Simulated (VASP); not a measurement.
# Ca (P-43m) in VASP: a series of runs, part 2 of 2

VASP 6.6.1.

## 3. Relaxation of cell and atoms, PBE

This run uses another cell than the first one, of 52.12 Å³/atom.

Input file INCAR:

```
PREC = Accurate
ENCUT = 600
EDIFF = 1E-7
ISMEAR = 0
SIGMA = 0.1
LREAL = False
LASPH = True
NELM = 80
ALGO = Normal
ISIF = 3
LWAVE = False
LCHARG = False
GGA = PE
IBRION = 2
NSW = 90
EDIFFG = -0.04
```

Input file KPOINTS:

```
Automatic mesh
0
Gamma
  4 4 4
```

Input file POSCAR:

```
Ca
1.0
    6.3873869546      0.0000000000      0.0000000000
    0.0000000000      6.3873869546      0.0000000000
    0.0000000000      0.0000000000      6.3873869546
Ca
5
Direct
    0.2500000000      0.2500000000      0.2500000000
    0.2500000000      0.7500000000      0.7500000000
    0.7500000000      0.2500000000      0.7500000000
    0.7500000000      0.7500000000      0.2500000000
    0.5000000000      0.5000000000      0.5000000000
```

Potentials or basis: VASP PAW PBE potentials, release 64 (Ca_sv).

Launch:

```console
$ cat potpaw_PBE.64/Ca_sv/POTCAR > POTCAR
$ mpirun -np 1 vasp_std > vasp.out
```

OUTCAR:

```text
PREC = Accurate
   ENCUT = 600
   EDIFF = 1E-7
   ISMEAR = 0
   LREAL = False
   LASPH = True
   NELM = 80
   ISIF = 3
   GGA = PE
   IBRION = 2
   NSW = 90
   EDIFFG = -0.04

 ion  position               nearest neighbor table
   1  0.250  0.250  0.250-   5 2.77
   2  0.250  0.750  0.750-   5 2.77
   3  0.750  0.250  0.750-   5 2.77
   4  0.750  0.750  0.250-   5 2.77
   5  0.500  0.500  0.500-   1 2.77   2 2.77   3 2.77   4 2.77

  LATTYP: Found a simple cubic cell.
 ALAT       =     6.3873869546

  Lattice vectors:

 A1 = (   6.3873869546,   0.0000000000,   0.0000000000)
 A2 = (   0.0000000000,   6.3873869546,   0.0000000000)
 A3 = (   0.0000000000,   0.0000000000,   6.3873869546)

Analysis of symmetry for initial positions (statically):
=====================================================================
 Subroutine PRICEL returns:
 Original cell was already a primitive cell.

 Routine SETGRP: Setting up the symmetry group for a
 simple cubic supercell.

 Subroutine GETGRP returns: Found 24 space group operations
 (whereof 24 operations were pure point group operations)
 out of a pool of 48 trial point group operations.

The static configuration has the point symmetry T_d .

Analysis of symmetry for dynamics (positions and initial velocities):
=====================================================================
 Subroutine PRICEL returns:
 Original cell was already a primitive cell.

 Routine SETGRP: Setting up the symmetry group for a
 simple cubic supercell.

 Subroutine GETGRP returns: Found 24 space group operations
 (whereof 24 operations were pure point group operations)
 out of a pool of 48 trial point group operations.

The dynamic configuration has the point symmetry T_d .

 Subroutine INISYM returns: Found 24 space group operations
 (whereof 24 operations are pure point group operations),
 and found     1 'primitive' translations

----------------------------------------------------------------------------------------

                                     Primitive cell

  volume of cell :     260.5972

  direct lattice vectors                    reciprocal lattice vectors
     6.387386955  0.000000000  0.000000000     0.156558544  0.000000000  0.000000000
     0.000000000  6.387386955  0.000000000     0.000000000  0.156558544  0.000000000
     0.000000000  0.000000000  6.387386955     0.000000000  0.000000000  0.156558544

  length of vectors
     6.387386955  6.387386955  6.387386955     0.156558544  0.156558544  0.156558544

  position of ions in fractional coordinates (direct lattice)
     0.250000000  0.250000000  0.250000000
     0.250000000  0.750000000  0.750000000
     0.750000000  0.250000000  0.750000000
     0.750000000  0.750000000  0.250000000
     0.500000000  0.500000000  0.500000000

  ion indices of the primitive-cell ions
   primitive index   ion index
                 1           1
                 2           2
                 3           3
                 4           4
                 5           5

----------------------------------------------------------------------------------------

 KPOINTS: Automatic mesh

Automatic generation of k-mesh.
 Grid dimensions read from file:
 generate k-points for:    4    4    4

 Generating k-lattice:

  Cartesian coordinates                     Fractional coordinates (reciprocal lattice)
     0.039139636  0.000000000  0.000000000     0.250000000  0.000000000  0.000000000
     0.000000000  0.039139636  0.000000000     0.000000000  0.250000000  0.000000000
     0.000000000  0.000000000  0.039139636     0.000000000  0.000000000  0.250000000

  Length of vectors
     0.039139636  0.039139636  0.039139636

  Shift w.r.t. Gamma in fractional coordinates (k-lattice)
     0.000000000  0.000000000  0.000000000

 Subroutine IBZKPT returns following result:
 ===========================================

 Found     10 irreducible k-points:

 Following reciprocal coordinates:
            Coordinates               Weight
  0.000000  0.000000  0.000000      1.000000
  0.250000  0.000000  0.000000      6.000000
  0.500000  0.000000  0.000000      3.000000
  0.250000  0.250000  0.000000     12.000000
  0.500000  0.250000  0.000000     12.000000
  0.500000  0.500000  0.000000      3.000000
  0.250000  0.250000  0.250000      8.000000
  0.500000  0.250000  0.250000     12.000000
  0.500000  0.500000  0.250000      6.000000
  0.500000  0.500000  0.500000      1.000000
   k-points           NKPTS =     10   k-points in BZ     NKDIM =     10   number of bands    NBANDS=     30
   number of dos      NEDOS =    301   number of ions     NIONS =      5
   total plane-waves  NPLWV = 157464
   dimension x,y,z NGX =    54 NGY =   54 NGZ =   54
   dimension x,y,z NGXF=   108 NGYF=  108 NGZF=  108
   ions per type =               5
   NGX,Y,Z   is equivalent  to a cutoff of  14.05, 14.05, 14.05 a.u.
   NGXF,Y,Z  is equivalent  to a cutoff of  28.11, 28.11, 28.11 a.u.
 SYSTEM =  unknown system
   PREC   = accura    normal or accurate (medium, high low for compatibility)
   ISTART =      0    job   : 0-new  1-cont  2-samecut
   ICHARG =      2    charge: 1-file 2-atom 10-const
   ISPIN  =      1    spin polarized calculation?
   LNONCOLLINEAR =      F non collinear calculations
   LSORBIT =      F    spin-orbit coupling
   LASPH  =      T    aspherical Exc in radial PAW
   ENCUT  =  600.0 eV  44.10 Ry    6.64 a.u.  12.76 12.76 12.76*2*pi/ulx,y,z
   NELM   =     80;   NELMIN=  2; NELMDL= -5     # of ELM steps
   EDIFF  = 0.1E-06   stopping-criterion for ELM
   LREAL  =      F    real-space projection
   EDIFFG = -.4E-01   stopping-criterion for IOM
   NSW    =     90    number of steps for IOM
   IBRION =      2    ionic relax: 0-MD 1-quasi-New 2-CG
   NFREE  =      1    steps in history (QN), initial steepest desc. (CG)
   ISIF   =      3    stress and relaxation
   ISYM   =      2    0-nonsym 1-usesym 2-fastsym
   POTIM  = 0.5000    time-step for ionic-motion
   TEBEG  =    0.0;   TEEND  =   0.0 temperature during run
   PSTRESS=    0.0 pullay stress
   NELECT =      50.0000    total number of electrons
   NUPDOWN=      -1.0000    fix difference up-down
   EMIN   =  10.00;   EMAX   =-10.00  energy-range for DOS
   EFERMI =   0.00;   METHOD = LEGACY
   ISMEAR =     0;   SIGMA  =   0.10  broadening in eV -4-tet -1-fermi 0-gaus
   EFERMI_NEDOS =   21; number of points for ismear=-14 and -15
   IALGO  =     38    algorithm
   IMIX   =      4    mixing-type and parameters
     AMIX     =   0.40;   BMIX     =  1.00
     AMIX_MAG =   1.60;   BMIX_MAG =  1.00
  volume/ion in A,a.u.               =      52.12       351.72
  Fermi-wavevector in a.u.,A,eV,Ry     =   0.944224  1.784324 12.130391  0.891559
  Thomas-Fermi vector in A             =   2.072008
   LORBIT       =      0    0 simple, 1 ext, 2 COOP (PROOUT), +10 PAW based schemes
   GGA     = PE    functional components
   LHFCALC =     F    Hartree Fock is set to
   AEXX    =    0.0000 exact exchange contribution
   IVDW    =     0    specifies the selected vdW correction
   LEPSILON=     F    determine dielectric tensor
   LRPA    =     F    only Hartree local field effects (RPA)
 conjugate gradient relaxation of ions
 non-spin polarized calculation
 Gauss-broadening in eV      SIGMA  =   0.10
  energy-cutoff  :      600.00
  volume of cell :      260.60
 maximum number of plane-waves:      8724
 NGX is ok and might be reduce to    54
   NGX = 25   NGY = 25   NGZ = 25

--------------------------------------- Ionic step        1  -------------------------------------------

 number of electron      49.9999986 magnetization

 Free energy of the ion-electron system (eV)
  ---------------------------------------------------
  ext. energy  EPLUGINS =         0.00000000
  ---------------------------------------------------
  free energy    TOTEN  =        -4.39171886 eV

  energy without entropy =       -4.34448822  energy(sigma->0) =       -4.36810354

------------------------ aborting loop because EDIFF is reached ----------------------------------------

  FORCE on cell =-STRESS in cart. coord.  units (eV):
  Direction    XX          YY          ZZ          XY          YZ          ZX
  --------------------------------------------------------------------------------------
  -------------------------------------------------------------------------------------
  Total       -0.0641516     -0.0641516     -0.0641516      0.0000000      0.0000000      0.0000000
  in kB       -0.3944107     -0.3944107     -0.3944107      0.0000000      0.0000000      0.0000000
  external PRESSURE =      -0.3944107 kB  Pullay stress =       0.0000000 kB
[... 258 lines left out ...]
  energy  without entropy=       -6.8210249167  energy(sigma->0) =       -6.84826113

--------------------------------------- Ionic step        8  -------------------------------------------

 number of electron      49.9999998 magnetization

 Free energy of the ion-electron system (eV)
  ---------------------------------------------------
  ext. energy  EPLUGINS =         0.00000000
  ---------------------------------------------------
  free energy    TOTEN  =        -6.88125262 eV

  energy without entropy =       -6.82700746  energy(sigma->0) =       -6.85413004

 E-fermi :   1.2450     XC(G=0):  -7.1402

 val. band max:        1.2445312612   @ k =   0.5000   0.0000   0.0000
 cond. band min:       1.2573723172   @ k =   0.5000   0.5000   0.2500
 fundamental gap:      0.0128410560
 Fermi energy:         1.2450075120

 k-point     1 :       0.0000    0.0000    0.0000
  band No.  band energies     occupation
      1     -41.3958      2.00000
      2     -41.1244      2.00000
      3     -41.1106      2.00000
      4     -41.1106      2.00000
      5     -41.1106      2.00000
      6     -22.4325      2.00000
[... 351 lines left out ...]
  FREE ENERGIE OF THE ION-ELECTRON SYSTEM (eV)
  ---------------------------------------------------
  free  energy   TOTEN  =        -6.8812526164 eV

  energy  without entropy=       -6.8270074578  energy(sigma->0) =       -6.85413004

 reached required accuracy - stopping structural energy minimisation
```

CONTCAR:

```text
Ca
   1.00000000000000
     6.3158173233464270    0.0000000000000000    0.0000000000000000
     0.0000000000000000    6.3158173233464279    0.0000000000000000
    -0.0000000000000000   -0.0000000000000000    6.3158173233464270
  Ca
     5
Direct
     0.1997982848840924    0.1997982848840925    0.1997982848840924
     0.1997982848840925    0.8002017151159077    0.8002017151159075
     0.8002017151159077    0.1997982848840925    0.8002017151159075
     0.8002017151159075    0.8002017151159077    0.1997982848840925
     0.5000000000000000    0.5000000000000000    0.5000000000000000

  0.00000000E+00  0.00000000E+00  0.00000000E+00
  0.00000000E+00  0.00000000E+00  0.00000000E+00
  0.00000000E+00  0.00000000E+00  0.00000000E+00
  0.00000000E+00  0.00000000E+00  0.00000000E+00
  0.00000000E+00  0.00000000E+00  0.00000000E+00
```

It took 12 min on 1 thread of Intel Xeon Platinum 8375C at 2.90GHz (Ice Lake), shared host; peak memory 0.45 GiB.

What came out:

| Quantity | Value |
| --- | --- |
| Free energy | -6.8813 eV |
| Relaxed volume | 50.39 Å³/atom |
| Relaxed cell | a = 6.316 Å, b = 6.316 Å, c = 6.316 Å, α = 90.00°, β = 90.00°, γ = 90.00° |
| Space group after relaxing (to 0.1 Å) | P-43m (No. 215) |
| Energy gained by relaxing | 497.9 meV/atom |
| Ionic steps | 8 |
| Pressure after relaxing | -0.1 GPa |
| Band gap on the k mesh | zero (bands 25 and 26 overlap by 0.71 eV) |

Step by step:
```tsv
step	energy change (eV)	largest force (eV/Å)	pressure (GPa)	volume (Å³)
1	0.0000	2.0113	-0.04	260.60
2	-0.7253	1.7220	-0.34	260.11
3	-2.2043	0.7768	-0.62	258.67
4	0.2387	3.7959	2.84	255.79
5	-2.4301	0.3633	-0.46	258.18
6	-2.4830	0.0508	-0.21	257.78
7	-2.4838	0.0131	-0.25	257.84
8	-2.4895	0.0250	-0.06	251.94
```

Final structure:
```xyz
5
Lattice="6.3158 0.0000 0.0000 0.0000 6.3158 0.0000 0.0000 0.0000 6.3158" Properties=species:S:1:pos:R:3 pbc="T T T"
Ca    1.2619    1.2619    1.2619
Ca    1.2619    5.0539    5.0539
Ca    5.0539    1.2619    5.0539
Ca    5.0539    5.0539    1.2619
Ca    3.1579    3.1579    3.1579
```

Levels at points of the mesh, in eV from the Fermi level:
| k point | band 22 | band 23 | band 24 | band 25 | band 26 | band 27 | band 28 | band 29 |
| --- | --- | --- | --- | --- | --- | --- | --- | --- |
| (0.00, 0.00, 0.00) | -0.40 | -0.40 | -0.40 | -0.10 | -0.10 | -0.08 | 0.48 | 0.71 |
| (0.50, 0.00, 0.00) | -2.55 | -0.02 | 0.00 | 0.00 | 0.07 | 0.37 | 0.53 | 0.78 |
| (0.50, 0.50, 0.00) | -1.77 | -1.47 | -1.47 | 0.22 | 0.32 | 0.63 | 0.63 | 0.92 |
| (0.50, 0.50, 0.50) | -0.98 | -0.98 | -0.98 | -0.78 | -0.48 | -0.48 | -0.48 | 1.32 |
